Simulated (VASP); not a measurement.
A run of VASP 6.6.1:

The input INCAR:

```
SYSTEM = Ca3Sn3N2
PREC     = Accurate       ! precision mode
ENCUT    = 520            ! plane-wave cutoff, eV
EDIFF    = 1E-7           ! SCF threshold, eV
ISMEAR   = 0              ! smearing method
SIGMA    = 0.1            ! smearing width, eV
LREAL    = .FALSE.        ! projectors in reciprocal space
LASPH    = .TRUE.         ! aspherical terms in the spheres
NELM     = 60             ! most SCF steps
ALGO     = Normal         ! electronic algorithm
ISIF     = 2              ! what is computed and relaxed
LWAVE    = .FALSE.        ! write WAVECAR
LCHARG   = .FALSE.        ! write CHGCAR
GGA      = PE             ! functional
NBANDS   = 51             ! bands
```

Contents of KPOINTS:

```
regular mesh
0
G
  8 8 4
  0 0 0
```

The input POSCAR:

```
Ca3Sn3N2
1.0
    3.6773133703      0.0000000000      0.0000000000
    0.0000000000      3.6773133703      0.0000000000
    0.0000000000      0.0000000000     13.2456062512
Ca Sn N
3 3 2
Direct
    0.0000000000      0.0000000000      0.0000000000
    0.5000000000      0.5000000000      0.8138797664
    0.5000000000      0.5000000000      0.1861202336
    0.0000000000      0.0000000000      0.6555359640
    0.0000000000      0.0000000000      0.3444640360
    0.5000000000      0.5000000000      0.5000000000
    0.0000000000      0.0000000000      0.8197949017
    0.0000000000      0.0000000000      0.1802050983
```

Potentials or basis: VASP PAW PBE potentials, release 64 (Ca_sv, Sn_d, N).

The run is started by

```bash
$ cat potpaw_PBE.64/Ca_sv/POTCAR potpaw_PBE.64/Sn_d/POTCAR potpaw_PBE.64/N/POTCAR > POTCAR
$ mpirun -np 1 vasp_std > vasp.out
```

Hardware: 1 thread of Oxide Virtual Turin-like Processor, with other jobs on the host.

**Question.** How long does it take, and how much memory?

**Answer.** It took 6.5 min on 1 thread of Oxide Virtual Turin-like Processor (shared host), peak memory 0.45 GiB. Counts: scf iterations 18, k points 45.
